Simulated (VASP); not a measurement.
# Sb: relaxation of cell and atoms with LDA

Crystal: Sb.

```xyz
1
Lattice="3.0833 0.0000 0.0000 0.0000 3.0833 0.0000 0.0000 0.0000 3.0833" Properties=species:S:1:pos:R:3 pbc="T T T"
Sb    0.0000    0.0000    0.0000
```

```json
{
 "Program": "VASP 6.6.1",
 "Task": "relaxation of cell and atoms",
 "Functional": "LDA",
 "Potentials or basis": "VASP PAW LDA potentials, release 64 (Sb)",
 "Cutoff": "600 eV",
 "k mesh": "14 × 14 × 14",
 "Occupations": "gaussian, width 0.1 eV",
 "Spin": "no spin polarisation",
 "Dipole correction": "no",
 "Further INCAR settings": "ALGO = Normal; EDIFF = 1e-06; IBRION = 2; EDIFFG = -0.002; NSW = 100; ISIF = 3"
}
```

| Property | Result |
| --- | --- |
| Relaxed volume | 28.23 Å³/atom |
| Relaxed cell | a = 3.045 Å, b = 3.045 Å, c = 3.045 Å, α = 90.00°, β = 90.00°, γ = 90.00° |
| Space group after relaxing (to 0.05 Å) | Pm-3m (No. 221) |
| Energy gained by relaxing | 7.8 meV/atom |
| Ionic steps | 3 |
| Pressure after relaxing | 0.0 GPa |

Step by step:
| step | energy change (eV) | largest force (eV/Å) | pressure (GPa) | volume (Å³) |
| --- | --- | --- | --- | --- |
| 1 | 0.0000 | 0.0000 | -2.24 | 29.31 |
| 2 | -0.0050 | 0.0000 | 1.50 | 27.61 |
| 3 | -0.0078 | 0.0000 | 0.00 | 28.23 |

Final structure:
```cif
data_structure
_symmetry_space_group_name_H-M 'P 1'
_symmetry_Int_Tables_number 1
_cell_length_a 3.0448
_cell_length_b 3.0448
_cell_length_c 3.0448
_cell_angle_alpha 90.000
_cell_angle_beta 90.000
_cell_angle_gamma 90.000
_cell_volume 28.23
loop_
_atom_site_label
_atom_site_type_symbol
_atom_site_fract_x
_atom_site_fract_y
_atom_site_fract_z
_atom_site_occupancy
Sb1 Sb 0.00000 0.00000 0.00000 1
```

Levels at points of the mesh, in eV from the Fermi level:
```
           k point  band 1  band 2  band 3  band 4  band 5  band 6
(0.00, 0.00, 0.00)  -12.78    3.42    3.42    3.42    7.00    7.00
(0.50, 0.00, 0.00)  -10.17   -5.89    5.59    5.59    9.06   10.77
(0.50, 0.50, 0.00)   -7.38   -3.71   -3.71    2.05    7.82   12.91
(0.50, 0.50, 0.50)   -4.25   -1.66   -1.66   -1.66    4.83    4.83
```

It took 41 s on 1 thread of Intel(R) Xeon(R) Platinum 8259CL CPU @ 2.50GHz (Skylake/Cascade Lake) (shared host), peak memory 0.16 GiB.

Caveat: spin-orbit coupling is left out, which moves the levels of the heavy elements.
